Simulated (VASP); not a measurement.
# CdI2 (P-3m1) in VASP: further runs

Runs on CdI2. Level: PBE. Tasks: single point.

Program: VASP 6.6.1. These are calculated values, not measurements. Logs are shortened: lines on timing, memory, paths and dates and some standing lists are left out, and cuts for length are marked.

### Step 1. The cell of the first run

Symmetry: P-3m1, No. 164, trigonal system. Conventional cell: a = 4.318 Å, b = 4.318 Å, c = 7.544 Å, α = 90.00°, β = 90.00°, γ = 120.00°. Within 4.0 Å of Cd (site symmetry -3m) lie 6 I at 3.03 Å. I (site symmetry 3m) has 3 Cd at 3.03 Å within 4.0 Å.

### Step 2. Single point, PBE (40.60 Å³/atom)

The input, INCAR:

```
SYSTEM = CdI2
ALGO = Normal
EDIFF = 1E-6
ENCUT = 500
GGA = PE
GGA_COMPAT = .False.
ISIF = 2
ISMEAR = 0
LASPH = .True.
LCHARG = .True.
LELF = .True.
LREAL = .False.
LVHAR = .True.
LWAVE = .False.
NBANDS = 20
NELM = 120
PREC = Accurate
SIGMA = 0.05
```

The input, KPOINTS:

```
k-points
0
Gamma
  10 10 6
  0 0 0
```

The input, POSCAR:

```
CdI2
1.0
    4.3176922086      0.0000000000      0.0000000000
   -2.1588461043      3.7392311383      0.0000000000
    0.0000000000      0.0000000000      7.5443569843
Cd I
1 2
Direct
    0.0000000000      0.0000000000      0.0000000000
    0.3333333333      0.6666666667      0.2280970526
    0.6666666667      0.3333333333      0.7719029474
```

Potentials or basis: VASP PAW PBE potentials, release 64 (Cd, I).

The run is started by

```console
$ cat potpaw_PBE.64/Cd/POTCAR potpaw_PBE.64/I/POTCAR > POTCAR
$ mpirun -np 1 vasp_std > vasp.out
```

OUTCAR:

```text
SYSTEM = CdI2
   EDIFF = 1E-6
   ENCUT = 500
   GGA = PE
   ISIF = 2
   ISMEAR = 0
   LASPH = .True.
   LREAL = .False.
   NELM = 120
   PREC = Accurate

 ion  position               nearest neighbor table
   1  0.000  0.000  0.000-   2 3.03   3 3.03   2 3.03   3 3.03   3 3.03   2 3.03
   2  0.333  0.667  0.228-   1 3.03   1 3.03   1 3.03
   3  0.667  0.333  0.772-   1 3.03   1 3.03   1 3.03

  LATTYP: Found a hexagonal cell.
 ALAT       =     4.3176922086
 C/A-ratio  =     1.7473123650

  Lattice vectors:

 A1 = (   4.3176922086,   0.0000000000,   0.0000000000)
 A2 = (  -2.1588461043,   3.7392311383,   0.0000000000)
 A3 = (   0.0000000000,   0.0000000000,   7.5443569843)

Analysis of symmetry for initial positions (statically):
=====================================================================
 Subroutine PRICEL returns:
 Original cell was already a primitive cell.

 Routine SETGRP: Setting up the symmetry group for a
 hexagonal supercell.

 Subroutine GETGRP returns: Found 12 space group operations
 (whereof 12 operations were pure point group operations)
 out of a pool of 24 trial point group operations.

The static configuration has the point symmetry D_3d.

Analysis of symmetry for dynamics (positions and initial velocities):
=====================================================================
 Subroutine PRICEL returns:
 Original cell was already a primitive cell.

 Routine SETGRP: Setting up the symmetry group for a
 hexagonal supercell.

 Subroutine GETGRP returns: Found 12 space group operations
 (whereof 12 operations were pure point group operations)
 out of a pool of 24 trial point group operations.

The dynamic configuration has the point symmetry D_3d.

 Subroutine INISYM returns: Found 12 space group operations
 (whereof 12 operations are pure point group operations),
 and found     1 'primitive' translations

----------------------------------------------------------------------------------------

                                     Primitive cell

  volume of cell :     121.8025

  direct lattice vectors                    reciprocal lattice vectors
     4.317692209  0.000000000  0.000000000     0.231605208  0.133717329  0.000000000
    -2.158846104  3.739231138  0.000000000     0.000000000  0.267434658  0.000000000
     0.000000000  0.000000000  7.544356984     0.000000000  0.000000000  0.132549401

  length of vectors
[... 82 lines left out ...]
   ENCUT  =  500.0 eV  36.75 Ry    6.06 a.u.   7.87  7.87 13.76*2*pi/ulx,y,z
   NELM   =    120;   NELMIN=  2; NELMDL= -5     # of ELM steps
   EDIFF  = 0.1E-05   stopping-criterion for ELM
   LREAL  =      F    real-space projection
   EDIFFG = 0.1E-04   stopping-criterion for IOM
   NSW    =      0    number of steps for IOM
   IBRION =     -1    ionic relax: 0-MD 1-quasi-New 2-CG
   NFREE  =      0    steps in history (QN), initial steepest desc. (CG)
   ISIF   =      2    stress and relaxation
   ISYM   =      2    0-nonsym 1-usesym 2-fastsym
   POTIM  = 0.5000    time-step for ionic-motion
   TEBEG  =    0.0;   TEEND  =   0.0 temperature during run
   PSTRESS=    0.0 pullay stress
   NELECT =      26.0000    total number of electrons
   NUPDOWN=      -1.0000    fix difference up-down
   EMIN   =  10.00;   EMAX   =-10.00  energy-range for DOS
   EFERMI =   0.00;   METHOD = LEGACY
   ISMEAR =     0;   SIGMA  =   0.05  broadening in eV -4-tet -1-fermi 0-gaus
   EFERMI_NEDOS =   21; number of points for ismear=-14 and -15
   IALGO  =     38    algorithm
   IMIX   =      4    mixing-type and parameters
     AMIX     =   0.40;   BMIX     =  1.00
     AMIX_MAG =   1.60;   BMIX_MAG =  1.00
  volume/ion in A,a.u.               =      40.60       273.99
  Fermi-wavevector in a.u.,A,eV,Ry     =   0.978394  1.848897 13.024248  0.957255
  Thomas-Fermi vector in A             =   2.109166
   LORBIT       =      0    0 simple, 1 ext, 2 COOP (PROOUT), +10 PAW based schemes
   GGA     = PE    functional components
   LHFCALC =     F    Hartree Fock is set to
   AEXX    =    0.0000 exact exchange contribution
   IVDW    =     0    specifies the selected vdW correction
   LEPSILON=     F    determine dielectric tensor
   LRPA    =     F    only Hartree local field effects (RPA)
 non-spin polarized calculation
 Gauss-broadening in eV      SIGMA  =   0.05
  energy-cutoff  :      500.00
  volume of cell :      121.80
 maximum number of plane-waves:      3124
   NGX = 15   NGY = 15   NGZ = 27

 number of electron      26.0000006 magnetization

 Free energy of the ion-electron system (eV)
  ---------------------------------------------------
  ext. energy  EPLUGINS =         0.00000000
  ---------------------------------------------------
  free energy    TOTEN  =        -5.54807270 eV

  energy without entropy =       -5.54807270  energy(sigma->0) =       -5.54807270

 E-fermi :   1.1742     XC(G=0):  -7.9005

 val. band max:        0.8992875257   @ k =   0.1000   0.0000   0.1667
 cond. band min:       3.2991917536   @ k =   0.5000   0.0000   0.5000
 fundamental gap:      2.3999042279
 Fermi energy:         1.1741999723

 k-point     1 :       0.0000    0.0000    0.0000
  band No.  band energies     occupation
      1     -10.9063      2.00000
      2     -10.3832      2.00000
      3      -6.5623      2.00000
      4      -6.5623      2.00000
      5      -6.4509      2.00000
      6      -6.3859      2.00000
[... 541 lines left out ...]
     19       9.4673      0.00000
     20      10.1694      0.00000

 [... further k-points ...]

------------------------ aborting loop because EDIFF is reached ----------------------------------------

  FORCE on cell =-STRESS in cart. coord.  units (eV):
  Direction    XX          YY          ZZ          XY          YZ          ZX
  --------------------------------------------------------------------------------------
  -------------------------------------------------------------------------------------
  Total        0.1956014      0.1956014      0.1499248      0.0000000      0.0000000      0.0000000
  in kB        2.5729208      2.5729208      1.9720950      0.0000000      0.0000000      0.0000000
  external PRESSURE =       2.3726456 kB  Pullay stress =       0.0000000 kB

 VOLUME and BASIS-vectors are now :
 -----------------------------------------------------------------------------
  energy-cutoff  :      500.00
  volume of cell :      121.80
      direct lattice vectors                 reciprocal lattice vectors
     4.317692209  0.000000000  0.000000000     0.231605208  0.133717329  0.000000000
    -2.158846104  3.739231138  0.000000000     0.000000000  0.267434658  0.000000000
     0.000000000  0.000000000  7.544356984     0.000000000  0.000000000  0.132549401

 POSITION                                       TOTAL-FORCE (eV/Angst)
 -----------------------------------------------------------------------------------
      0.00000      0.00000      0.00000        -0.000000      0.000000      0.000000
     -0.00000      2.49282      1.72085        -0.000000      0.000000      0.024151
      2.15885      1.24641      5.82351         0.000000      0.000000     -0.024151
 -----------------------------------------------------------------------------------
    total drift:                                0.000000      0.000000     -0.000000

  FREE ENERGIE OF THE ION-ELECTRON SYSTEM (eV)
  ---------------------------------------------------
  free  energy   TOTEN  =        -5.5480727037 eV

  energy  without entropy=       -5.5480727037  energy(sigma->0) =       -5.54807270
```

stdout:

```text
POSCAR found type information on POSCAR CdI
 POSCAR found :  2 types and       3 ions
 scaLAPACK will be used
 LDA part: xc-table for (Slater+PW92), standard interpolation
 POSCAR, INCAR and KPOINTS ok, starting setup
 FFT: planning ... GRIDC
 FFT: planning ... GRID_SOFT
 FFT: planning ... GRID
 WAVECAR not read
 entering main loop
```

Run time: 71 s. Hardware: 1 thread of AMD EPYC 9R45 (Zen 5), shared host; peak memory 0.3 GiB.

Results:

```
Free energy            : -5.5481 eV
Pressure               : 0.2 GPa
Largest force          : 0.024 eV/Å
Band gap on the k mesh : 2.40 eV (least direct gap 2.52 eV)
```

Forces in eV/Å, atoms in the order of the input:
```
Cd   0.000  0.000  0.000
I    0.000  0.000  0.024
I    0.000  0.000 -0.024
```

Caveat: spin-orbit coupling is left out, which moves the levels of the heavy elements; this functional lacks dispersion, which binds layers or chains, so the pressure and a relaxed spacing across them are unreliable. Expect the measured gap to be larger: semilocal functionals such as PBE lack the derivative discontinuity.

### Step 3. Single point, PBE (41.45 Å³/atom)

This run uses another cell than the first one, of 41.45 Å³/atom.

The input, INCAR:

```
PREC     = Accurate       # precision mode
ENCUT    = 500            # plane-wave cutoff, eV
EDIFF    = 1E-6           # SCF threshold, eV
ISMEAR   = 0              # smearing method
SIGMA    = 0.05           # smearing width, eV
LREAL    = False          # projectors in reciprocal space
LASPH    = True           # aspherical terms in the spheres
NELM     = 120            # most SCF steps
ALGO     = Normal         # electronic algorithm
ISIF     = 2              # what is computed and relaxed
LWAVE    = False          # write WAVECAR
LCHARG   = True           # write CHGCAR
GGA      = PE             # functional
LELF     = True           # ELF
LVHAR    = True         
NBANDS   = 20             # bands
GGA_COMPAT= False
```

The input, KPOINTS:

```
regular mesh
0
Gamma
  10 10 6
```

The input, POSCAR:

```
CdI2
1.0
    4.3213624474      0.0000000000      0.0000000000
   -2.1606812237      3.7424096584      0.0000000000
    0.0000000000      0.0000000000      7.6884544464
Cd I
1 2
Direct
    0.0000000000      0.0000000000      0.0000000000
    0.3333333333      0.6666666667      0.2237801005
    0.6666666667      0.3333333333      0.7762198995
```

Potentials or basis: VASP PAW PBE potentials, release 64 (Cd, I).

The run is started by

```console
$ cat potpaw_PBE.64/Cd/POTCAR potpaw_PBE.64/I/POTCAR > POTCAR
$ mpirun -np 1 vasp_std > vasp.out
```

It took 72 s on 1 thread of AMD EPYC 9R45 (Zen 5), shared host; peak memory 0.3 GiB.

It converged, with:

- Free energy: -5.5494 eV
- Pressure: 0.2 GPa
- Largest force: 0.024 eV/Å
- Band gap on the k mesh: 2.41 eV (least direct gap 2.53 eV)

Forces in eV/Å, atoms in the order of the input:
```
Cd   0.000  0.000  0.000
I    0.000  0.000  0.024
I    0.000  0.000 -0.024
```

Levels at points of the mesh, in eV from the valence-band top:
```csv
k point,band 9,band 10,band 11,band 12,band 13,band 14,band 15,band 16,band 17,band 18
"(0.00, 0.00, 0.00)",-0.39,-0.27,-0.27,-0.05,-0.05,2.48,4.54,6.28,6.28,7.38
"(0.50, 0.00, 0.00)",-2.61,-1.51,-1.28,-0.44,-0.16,2.54,5.09,6.28,6.76,7.13
"(0.00, 0.00, 0.50)",-1.04,-0.29,-0.29,-0.02,-0.02,3.15,4.50,6.22,6.22,7.27
"(0.50, 0.00, 0.50)",-2.73,-1.24,-1.24,-0.40,-0.23,2.41,5.11,6.03,6.53,7.07
```

Caveat: spin-orbit coupling is left out, which moves the levels of the heavy elements; this functional lacks dispersion, which binds layers or chains, so the pressure and a relaxed spacing across them are unreliable. PBE gaps usually lie below the measured ones, often by a third to a half.
